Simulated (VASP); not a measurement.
# SrTiO3 (Pm-3m) in VASP: single point with PBE+U

Aim: the single point of SrTiO3 with PBE+U.

Everything below comes from runs of VASP 6.6.1. Logs are shortened: lines on timing, memory, paths and dates and some standing lists are left out, and cuts for length are marked.

## (1) The cell of the first run

Symmetry: Pm-3m, No. 221, cubic system. Conventional cell: a = 3.940 Å, b = 3.940 Å, c = 3.940 Å, α = 90.00°, β = 90.00°, γ = 90.00°. Sr (site symmetry m-3m) has 12 O at 2.79 Å and 8 Ti at 3.41 Å within 3.7 Å. Within 2.6 Å of Ti (site symmetry m-3m) lie 6 O at 1.97 Å. O (site symmetry 4/mmm) has 2 Ti at 1.97 Å within 2.6 Å. Within 2.6 Å of O (site symmetry 4/mmm) lie 2 Ti at 1.97 Å.

## (2) Single point, PBE+U, collinear spin, zero start

Input file INCAR:

```
SYSTEM = SrTiO3
  PREC = Accurate
  ENCUT = 600
  EDIFF = 1E-6
  ISMEAR = -1
  SIGMA = 0.1
  LREAL = .False.
  LASPH = .True.
  NELM = 200
  ALGO = Normal
  ISIF = 2
  LWAVE = .False.
  LCHARG = .True.
  ISPIN = 2
  MAGMOM = 0 0 0 0 0 0 0 0 0 0
  LORBIT = 11
  LMAXMIX = 4
  LDAU = .True.
  LDAUTYPE = 2
  LDAUL = -1 2 1
  LDAUU = 0 3.73 4.18
  LDAUJ = 0 0 0
  LDAUPRINT = 1
  GGA = PE
  LELF = .True.
  LVHAR = .True.
  NBANDS = 55
  GGA_COMPAT = .False.
```

Input file KPOINTS:

```
Automatic mesh
0
Gamma
  3 5 3
  0 0 0
```

Input file POSCAR:

```
SrTiO3
1.0
   -3.9401334900      0.0000000000     -3.9401334900
    0.0000000000     -3.9401334900      0.0000000000
   -3.9401334900      0.0000000000      3.9401334900
Sr Ti O
2 2 6
Direct
    0.0000000000      0.5000000000      0.5000000000
    0.5000000000      0.5000000000      0.0000000000
    0.0000000000      0.0000000000      0.0000000000
    0.5000000000      0.0000000000      0.5000000000
    0.7500000000      0.0000000000      0.7500000000
    0.2500000000      0.0000000000      0.2500000000
    0.0000000000      0.5000000000      0.0000000000
    0.5000000000      0.5000000000      0.5000000000
    0.7500000000      0.0000000000      0.2500000000
    0.2500000000      0.0000000000      0.7500000000
```

Potentials or basis: VASP PAW PBE potentials, release 64 (Sr_sv, Ti_sv, O).

On the command line:

```sh
$ cat potpaw_PBE.64/Sr_sv/POTCAR potpaw_PBE.64/Ti_sv/POTCAR potpaw_PBE.64/O/POTCAR > POTCAR
$ mpirun -np 1 vasp_std > vasp.out
```

OUTCAR:

```text
SYSTEM = SrTiO3
   PREC = Accurate
   ENCUT = 600
   EDIFF = 1E-6
   ISMEAR = -1
   LREAL = .False.
   LASPH = .True.
   NELM = 200
   ISIF = 2
   ISPIN = 2
   LORBIT = 11
   GGA = PE

 ion  position               nearest neighbor table
   1  0.000  0.500  0.500-   5 2.79   6 2.79   7 2.79   8 2.79   9 2.79  10 2.79   7 2.79   5 2.79
                             6 2.79   9 2.79  10 2.79   8 2.79   4 3.41   3 3.41   3 3.41   3 3.41
   2  0.500  0.500  0.000-   5 2.79   6 2.79   7 2.79   8 2.79   9 2.79  10 2.79   8 2.79   5 2.79
                             6 2.79   9 2.79  10 2.79   7 2.79   4 3.41   4 3.41   3 3.41   3 3.41
   3  0.000  0.000  0.000-   5 1.97   6 1.97   7 1.97   9 1.97  10 1.97   7 1.97   1 3.41   1 3.41
                             1 3.41   2 3.41   2 3.41   1 3.41   2 3.41   2 3.41
   4  0.500  0.000  0.500-   5 1.97   6 1.97   8 1.97   9 1.97  10 1.97   8 1.97   1 3.41   2 3.41
                             1 3.41   2 3.41   2 3.41   2 3.41   1 3.41   1 3.41
   5  0.750  0.000  0.750-   3 1.97   4 1.97   1 2.79   2 2.79   1 2.79   2 2.79
   6  0.250  0.000  0.250-   3 1.97   4 1.97   1 2.79   2 2.79   1 2.79   2 2.79
   7  0.000  0.500  0.000-   3 1.97   3 1.97   1 2.79   1 2.79   2 2.79   2 2.79
   8  0.500  0.500  0.500-   4 1.97   4 1.97   1 2.79   2 2.79   2 2.79   1 2.79
   9  0.750  0.000  0.250-   3 1.97   4 1.97   1 2.79   2 2.79   1 2.79   2 2.79
  10  0.250  0.000  0.750-   3 1.97   4 1.97   1 2.79   2 2.79   1 2.79   2 2.79

  LATTYP: Found a simple tetragonal cell.
 ALAT       =     5.5721902191
 C/A-ratio  =     0.7071067812

  Lattice vectors:

 A1 = (   3.9401334900,   0.0000000000,   3.9401334900)
 A2 = (  -3.9401334900,   0.0000000000,   3.9401334900)
 A3 = (   0.0000000000,  -3.9401334900,   0.0000000000)

Analysis of symmetry for initial positions (statically):
=====================================================================
 Subroutine PRICEL returns following result:

  LATTYP: Found a simple cubic cell.
 ALAT       =     3.9401334900
[... 12 lines left out ...]
 Subroutine GETGRP returns: Found 16 space group operations
 (whereof 16 operations were pure point group operations)
 out of a pool of 16 trial point group operations.

The static configuration has the point symmetry D_4h.

Analysis of symmetry for dynamics (positions and initial velocities):
=====================================================================
 Subroutine PRICEL returns following result:

  LATTYP: Found a simple cubic cell.
 ALAT       =     3.9401334900
[... 12 lines left out ...]
 Subroutine GETGRP returns: Found 16 space group operations
 (whereof 16 operations were pure point group operations)
 out of a pool of 16 trial point group operations.

The dynamic configuration has the point symmetry D_4h.

Analysis of structural, dynamic, and magnetic symmetry:
[... 240 lines left out ...]
 k-point     1 :       0.0000    0.0000    0.0000
  band No.  band energies     occupation
      1     -53.5949      1.00000
      2     -53.5929      1.00000
      3     -29.8214      1.00000
      4     -29.8214      1.00000
      5     -29.7725      1.00000
      6     -29.7725      1.00000
[... 484 lines left out ...]
     51      11.6997      0.00000
     52      11.8080      0.00000
 Fermi energy:         5.1304521736

 spin component 2

 k-point     1 :       0.0000    0.0000    0.0000
  band No.  band energies     occupation
      1     -53.5949      1.00000
      2     -53.5929      1.00000
      3     -29.8214      1.00000
      4     -29.8214      1.00000
      5     -29.7725      1.00000
      6     -29.7725      1.00000
[... 484 lines left out ...]
     51      11.6997      0.00000
     52      11.8080      0.00000
 [bands above 52 left out]

------------------------ aborting loop because EDIFF is reached ----------------------------------------

  FORCE on cell =-STRESS in cart. coord.  units (eV):
  Direction    XX          YY          ZZ          XY          YZ          ZX
  --------------------------------------------------------------------------------------
  -------------------------------------------------------------------------------------
  Total        1.2560356      1.2251900      1.2560356     -0.0000000      0.0000000      0.0000000
  in kB       16.4493879     16.0454255     16.4493879     -0.0000000      0.0000000      0.0000000
  external PRESSURE =      16.3147338 kB  Pullay stress =       0.0000000 kB

 VOLUME and BASIS-vectors are now :
 -----------------------------------------------------------------------------
  energy-cutoff  :      600.00
  volume of cell :      122.34
      direct lattice vectors                 reciprocal lattice vectors
    -3.940133490  0.000000000 -3.940133490    -0.126899254  0.000000000 -0.126899254
     0.000000000 -3.940133490  0.000000000     0.000000000 -0.253798508  0.000000000
    -3.940133490  0.000000000  3.940133490    -0.126899254  0.000000000  0.126899254

 POSITION                                       TOTAL-FORCE (eV/Angst)
 -----------------------------------------------------------------------------------
     -1.97007     -1.97007      1.97007        -0.000000     -0.000000      0.000000
     -1.97007     -1.97007     -1.97007         0.000000     -0.000000     -0.000000
      0.00000      0.00000      0.00000        -0.000000      0.000000      0.000000
     -3.94013      0.00000      0.00000        -0.000000      0.000000      0.000000
     -5.91020      0.00000      0.00000         0.000000      0.000000     -0.000000
     -1.97007      0.00000      0.00000         0.000000      0.000000     -0.000000
      0.00000     -1.97007      0.00000        -0.000000      0.000000     -0.000000
     -3.94013     -1.97007      0.00000        -0.000000      0.000000      0.000000
     -3.94013      0.00000     -1.97007         0.000000      0.000000      0.000000
     -3.94013      0.00000      1.97007         0.000000      0.000000      0.000000
 -----------------------------------------------------------------------------------
    total drift:                                0.000000     -0.000000     -0.000000

  FREE ENERGIE OF THE ION-ELECTRON SYSTEM (eV)
  ---------------------------------------------------
  free  energy   TOTEN  =       -56.9803632406 eV

  energy  without entropy=      -56.9803570789  energy(sigma->0) =      -56.98036016

 total charge

# of ion       s       p       d       tot
------------------------------------------
    1        1.997   5.792   0.189   7.979
    2        1.997   5.792   0.189   7.979
    3        2.230   6.314   1.574  10.119
    4        2.230   6.314   1.574  10.119
    5        1.556   3.526   0.000   5.081
    6        1.556   3.526   0.000   5.081
    7        1.556   3.525   0.000   5.081
    8        1.556   3.525   0.000   5.081
    9        1.556   3.526   0.000   5.081
   10        1.556   3.526   0.000   5.081
--------------------------------------------------
tot         17.788  45.365   3.527  66.681

 magnetization (x)

# of ion       s       p       d       tot
------------------------------------------
    1       -0.000   0.000   0.000   0.000
    2       -0.000   0.000   0.000   0.000
    3        0.000   0.000   0.000   0.000
    4        0.000   0.000   0.000   0.000
    5        0.000  -0.000   0.000  -0.000
    6        0.000  -0.000   0.000  -0.000
    7        0.000   0.000   0.000   0.000
    8        0.000   0.000   0.000   0.000
    9        0.000  -0.000   0.000  -0.000
   10        0.000  -0.000   0.000  -0.000
--------------------------------------------------
tot          0.000  -0.000   0.000  -0.000
```

stdout:

```text
POSCAR found type information on POSCAR SrTiO
 POSCAR found :  3 types and      10 ions
 scaLAPACK will be used
 LDA part: xc-table for (Slater+PW92), standard interpolation
 POSCAR, INCAR and KPOINTS ok, starting setup
 FFT: planning ... GRIDC
 FFT: planning ... GRID_SOFT
 FFT: planning ... GRID
 WAVECAR not read
 entering main loop
```

Wall time 2.3 min (1 thread of Intel Xeon Platinum 8488C (Sapphire Rapids), shared host); peak memory 0.37 GiB.

What came out:

* Free energy: -56.9804 eV
* Pressure: 1.6 GPa
* Band gap on the k mesh: 2.36 eV
* Net moment: 0.00 μB per cell
* Valence electrons inside the program's atomic spheres: Sr 7.98; Ti 10.12; O 5.08

Levels at points of the mesh, in eV from the valence-band top:
Spin up:
```tsv
k point	band 38	band 39	band 40	band 41	band 42	band 43
(0.00, 0.00, 0.00)	-0.42	-0.42	-0.08	2.36	2.36	2.36
```
Spin down:
```csv
k point,band 36,band 37,band 38,band 39,band 40,band 41,band 42,band 43,band 44,band 45
"(0.00, 0.00, 0.00)",-1.12,-0.42,-0.42,-0.42,-0.08,2.36,2.36,2.36,4.14,4.14
```

Eigenvalues of the final occupation matrices:
```
    site  spin  trace               eigenvalues
site 3 d     1   0.80  0.10 0.10 0.10 0.25 0.25
site 3 d     2   0.80  0.10 0.10 0.10 0.25 0.25
site 4 d     1   0.80  0.10 0.10 0.10 0.25 0.25
site 4 d     2   0.80  0.10 0.10 0.10 0.25 0.25
```

Caveat: an odd mesh through Γ misses points on the zone boundary, where band edges can lie.
